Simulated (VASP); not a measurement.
Runs of VASP 6.6.1 on SiNi. It takes space group Pnma (No. 62, orthorhombic). Conventional cell: a = 5.173 Å, b = 3.338 Å, c = 5.605 Å, α = 90.00°, β = 90.00°, γ = 90.00°. Within 3.0 Å of Ni (site symmetry m) lie 6 Si at 2.28 to 2.40 Å and 4 Ni at 2.68 to 2.69 Å. Si (site symmetry m) has 6 Ni at 2.28 to 2.40 Å and 2 Si at 2.66 Å within 3.0 Å. 

```tsv
task	level	cell	k mesh	cutoff (eV)	smearing	gap on the mesh (eV)	pressure (GPa)	moment (μB)	largest force (eV/Å)
single point	r2SCAN	as given	5 × 8 × 5	520	fermi-dirac 0.05 eV	none	(a)	0.00	0.14
single point	RPBE	as given	5 × 8 × 5	520	fermi-dirac 0.05 eV	none	5.1	0.00	0.08
relaxation of cell and atoms	PBEsol	relaxed	4 × 6 × 4	600	fermi-dirac 0.05 eV	none	0.1	0.00	0.02
single point	PBE	as given	5 × 8 × 5	520	gaussian 0.013 eV	none	1.7	0.00	0.06
```

Alike in all rows: potentials or basis VASP PAW PBE potentials, release 64 (Ni, Si); spin collinear, ferromagnetic start.

Task: Estimate the missing entries.

Result: (a) -3.2.

Caveats: the moments typed at the start vanished in this run; the PAW data sets were made with another functional, which shifts forces and pressure a little (at least some runs); the cell stands under tension (at least some runs); the cell stands under pressure (at least some runs).

A gap of «none» marks levels without a gap at the run's occupations.
